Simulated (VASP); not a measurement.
Crystal: CdP.

```
Cd P
1.0
     0.00000    2.84175    2.84175
     2.84175    0.00000    2.84175
     2.84175    2.84175    0.00000
Cd P
1 1
Direct
  0.00000 0.00000 0.00000
  0.75000 0.75000 0.75000
```

| Quantity | Value |
| --- | --- |
| Program | VASP 6.6.1 |
| Task | relaxation of cell and atoms |
| Functional | PBE |
| Potentials or basis | VASP PAW PBE potentials, release 64 (Cd, P) |
| Cutoff | 600 eV |
| k mesh | 6 × 6 × 6 |
| Occupations | gaussian, width 0.1 eV |
| Spin | no spin polarisation |

At the start: pressure 8.3 GPa; volume 22.95 Å³/atom.

Task: Where does the relaxation end?

Result: Over 3 steps the energy falls by 69.2 meV/atom and the volume is 25.95 Å³/atom (+13.1 %); space group F-43m (No. 216, to 0.1 Å) before and after.

The path:
```csv
step,energy change (eV),largest force (eV/Å),pressure (GPa),volume (Å³)
1,0.0000,0.0000,8.26,45.90
2,-0.1242,0.0000,-1.93,54.21
3,-0.1385,0.0000,0.04,51.90
```

Final structure:
```yaml
crystal:
  lattice:
    - [0.00000, 2.96059, 2.96059]
    - [2.96059, 0.00000, 2.96059]
    - [2.96059, 2.96059, 0.00000]
  atoms:
    - { symbol: Cd, position: [0.00000, 0.00000, 0.00000] }
    - { symbol: P, position: [0.75000, 0.75000, 0.75000] }
```
